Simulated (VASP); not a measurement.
# AlCo3 (Pm-3m) in VASP: further runs, part 2 of 2

VASP 6.6.1. Earlier steps stand in the parts before.

## Step 3: Single point, PBEsol, collinear spin, ferromagnetic start

Input file INCAR:

```
SYSTEM = AlCo3
ALGO = Normal
EDIFF = 1E-6
ENCUT = 520
GGA = PS
ISIF = 2
ISMEAR = 0
ISPIN = 2
LASPH = .True.
LCHARG = .False.
LMAXMIX = 4
LORBIT = 11
LREAL = .False.
LWAVE = .False.
MAGMOM = 0 1.45 1.45 1.45
NBANDS = 27
NELM = 150
PREC = Accurate
SIGMA = 0.15
```

Input file KPOINTS:

```
k-points
0
Gamma
  14 14 14
  0 0 0
```

Input file POSCAR:

```
AlCo3
1.0
    3.5293180045      0.0000000000      0.0000000000
    0.0000000000      3.5293180045      0.0000000000
    0.0000000000      0.0000000000      3.5293180045
Al Co
1 3
Direct
    0.0000000000      0.0000000000      0.0000000000
    0.5000000000      0.5000000000      0.0000000000
    0.5000000000      0.0000000000      0.5000000000
    0.0000000000      0.5000000000      0.5000000000
```

Potentials or basis: VASP PAW PBE potentials, release 64 (Al, Co).

Launch:

```sh
> cat potpaw_PBE.64/Al/POTCAR potpaw_PBE.64/Co/POTCAR > POTCAR
> mpirun -np 1 vasp_std > vasp.out
```

OUTCAR:

```text
SYSTEM = AlCo3
   EDIFF = 1E-6
   ENCUT = 520
   GGA = PS
   ISIF = 2
   ISMEAR = 0
   ISPIN = 2
   LASPH = .True.
   LORBIT = 11
   LREAL = .False.
   NELM = 150
   PREC = Accurate

 ion  position               nearest neighbor table
   1  0.000  0.000  0.000-   2 2.50   3 2.50   4 2.50   3 2.50   4 2.50   2 2.50   4 2.50   4 2.50
                             2 2.50   3 2.50   3 2.50   2 2.50
   2  0.500  0.500  0.000-   1 2.50   3 2.50   4 2.50   3 2.50   4 2.50   1 2.50   3 2.50   3 2.50
                             1 2.50   4 2.50   4 2.50   1 2.50
   3  0.500  0.000  0.500-   1 2.50   2 2.50   4 2.50   1 2.50   2 2.50   2 2.50   4 2.50   2 2.50
                             1 2.50   4 2.50   1 2.50   4 2.50
   4  0.000  0.500  0.500-   1 2.50   2 2.50   3 2.50   1 2.50   2 2.50   1 2.50   3 2.50   1 2.50
                             2 2.50   3 2.50   2 2.50   3 2.50

  LATTYP: Found a simple cubic cell.
 ALAT       =     3.5293180045

  Lattice vectors:

 A1 = (   3.5293180045,   0.0000000000,   0.0000000000)
 A2 = (   0.0000000000,   3.5293180045,   0.0000000000)
 A3 = (   0.0000000000,   0.0000000000,   3.5293180045)

Analysis of symmetry for initial positions (statically):
=====================================================================
 Subroutine PRICEL returns:
 Original cell was already a primitive cell.

 Routine SETGRP: Setting up the symmetry group for a
 simple cubic supercell.

 Subroutine GETGRP returns: Found 48 space group operations
 (whereof 48 operations were pure point group operations)
 out of a pool of 48 trial point group operations.

The static configuration has the point symmetry O_h .

Analysis of symmetry for dynamics (positions and initial velocities):
=====================================================================
 Subroutine PRICEL returns:
 Original cell was already a primitive cell.

 Routine SETGRP: Setting up the symmetry group for a
 simple cubic supercell.

 Subroutine GETGRP returns: Found 48 space group operations
 (whereof 48 operations were pure point group operations)
 out of a pool of 48 trial point group operations.

[... 170 lines left out ...]
 cond. band min:      10.4107877021   @ k =   0.3571   0.2857   0.2143
 fundamental gap:      0.0015967351
 Fermi energy:        10.4106984854

 spin component 1

 k-point     1 :       0.0000    0.0000    0.0000
  band No.  band energies     occupation
      1       0.2184      1.00000
      2       5.2468      1.00000
      3       6.2323      1.00000
      4       6.2323      1.00000
      5       6.5973      1.00000
      6       6.5973      1.00000
[... 709 lines left out ...]
     26      23.3911      0.00000
     27      24.7066      0.00000

 [... further k-points ...]

 spin component 2

 k-point     1 :       0.0000    0.0000    0.0000
  band No.  band energies     occupation
      1       0.2674      1.00000
      2       6.1883      1.00000
      3       7.0737      1.00000
      4       7.0737      1.00000
      5       7.5754      1.00000
      6       7.5754      1.00000
[... 709 lines left out ...]
     26      23.6829      0.00000
     27      24.9817      0.00000

 [... further k-points ...]

------------------------ aborting loop because EDIFF is reached ----------------------------------------

  FORCE on cell =-STRESS in cart. coord.  units (eV):
  Direction    XX          YY          ZZ          XY          YZ          ZX
  --------------------------------------------------------------------------------------
  -------------------------------------------------------------------------------------
  Total       -0.0923950     -0.0923950     -0.0923950      0.0000000      0.0000000     -0.0000000
  in kB       -3.3673364     -3.3673364     -3.3673364      0.0000000      0.0000000     -0.0000000
  external PRESSURE =      -3.3673364 kB  Pullay stress =       0.0000000 kB

 VOLUME and BASIS-vectors are now :
 -----------------------------------------------------------------------------
  energy-cutoff  :      520.00
  volume of cell :       43.96
      direct lattice vectors                 reciprocal lattice vectors
     3.529318004  0.000000000  0.000000000     0.283340860  0.000000000  0.000000000
     0.000000000  3.529318004  0.000000000     0.000000000  0.283340860  0.000000000
     0.000000000  0.000000000  3.529318004     0.000000000  0.000000000  0.283340860

 POSITION                                       TOTAL-FORCE (eV/Angst)
 -----------------------------------------------------------------------------------
      0.00000      0.00000      0.00000         0.000000      0.000000      0.000000
      1.76466      1.76466      0.00000         0.000000      0.000000      0.000000
      1.76466      0.00000      1.76466         0.000000      0.000000      0.000000
      0.00000      1.76466      1.76466         0.000000      0.000000      0.000000
 -----------------------------------------------------------------------------------
    total drift:                                0.000000      0.000000      0.000000

  FREE ENERGIE OF THE ION-ELECTRON SYSTEM (eV)
  ---------------------------------------------------
  free  energy   TOTEN  =       -28.0583762347 eV

  energy  without entropy=      -27.9848856968  energy(sigma->0) =      -28.02163097

 total charge

# of ion       s       p       d       tot
------------------------------------------
    1        0.412   0.430   0.000   0.843
    2        0.489   0.542   7.342   8.372
    3        0.489   0.542   7.342   8.372
    4        0.489   0.542   7.342   8.372
--------------------------------------------------
tot          1.878   2.057  22.025  25.960

 magnetization (x)

# of ion       s       p       d       tot
------------------------------------------
    1       -0.002  -0.036   0.000  -0.038
    2       -0.002  -0.002   1.282   1.278
    3       -0.002  -0.002   1.282   1.278
    4       -0.002  -0.002   1.282   1.278
--------------------------------------------------
tot         -0.008  -0.042   3.846   3.796
```

OSZICAR:

```text
N       E                     dE             d eps       ncg     rms          rms(c)
DAV:   1     0.178008870008E+03    0.17801E+03   -0.12321E+04 13120   0.133E+03
DAV:   2    -0.228617479272E+02   -0.20087E+03   -0.18537E+03 12990   0.277E+02
DAV:   3    -0.330428435731E+02   -0.10181E+02   -0.95706E+01 14314   0.812E+01
DAV:   4    -0.332391394095E+02   -0.19630E+00   -0.19597E+00 15355   0.103E+01
DAV:   5    -0.332473167533E+02   -0.81773E-02   -0.81765E-02 16801   0.185E+00    0.215E+01
DAV:   6    -0.324969701897E+02    0.75035E+00   -0.40387E+01 15197   0.103E+02    0.178E+01
DAV:   7    -0.281223620298E+02    0.43746E+01   -0.12677E+01 15433   0.547E+01    0.379E+00
DAV:   8    -0.280655646315E+02    0.56797E-01   -0.22173E-01 15542   0.386E+00    0.211E+00
DAV:   9    -0.280498099367E+02    0.15755E-01   -0.19612E-02 18554   0.155E+00    0.125E+00
DAV:  10    -0.280574295791E+02   -0.76196E-02   -0.11483E-02 16517   0.149E+00    0.692E-01
DAV:  11    -0.280587191028E+02   -0.12895E-02   -0.81842E-03 19075   0.901E-01    0.267E-01
DAV:  12    -0.280584838409E+02    0.23526E-03   -0.79322E-04 16673   0.356E-01    0.143E-01
DAV:  13    -0.280583917189E+02    0.92122E-04   -0.44601E-04 18787   0.173E-01    0.932E-02
DAV:  14    -0.280583860929E+02    0.56261E-05   -0.43424E-05 16415   0.995E-02    0.262E-02
DAV:  15    -0.280583765064E+02    0.95865E-05   -0.11078E-05 15516   0.440E-02    0.150E-02
DAV:  16    -0.280583762347E+02    0.27166E-06   -0.84938E-06 11015   0.215E-02
   1 F= -.28058376E+02 E0= -.28021631E+02  d E =-.734905E-01  mag=     3.7483
```

stdout:

```text
POSCAR found type information on POSCAR AlCo
 POSCAR found :  2 types and       4 ions
 scaLAPACK will be used
 -----------------------------------------------------------------------------
|                                                                             |
|                                                                             |
|     You enforced a specific xc type in the INCAR file but a different       |
|     I HOPE YOU KNOW WHAT YOU ARE DOING!                                     |
|                                                                             |
 -----------------------------------------------------------------------------

 LDA part: xc-table for (Slater+PW92), standard interpolation
 POSCAR, INCAR and KPOINTS ok, starting setup
 FFT: planning ... GRIDC
 FFT: planning ... GRID_SOFT
 FFT: planning ... GRID
 WAVECAR not read
 entering main loop
```

Wall time 4 min (1 thread of AMD EPYC 7R13, shared host); peak memory 0.32 GiB.

Results:

- Free energy: -28.0584 eV
- Pressure: -0.3 GPa
- Net moment: 3.75 μB per cell
- Site moments: Al -0.04; Co +1.28 μB
- Valence electrons inside the program's atomic spheres: Al 0.84; Co 8.37

Caveat: the PAW data sets were made with another functional, which shifts forces and pressure a little.
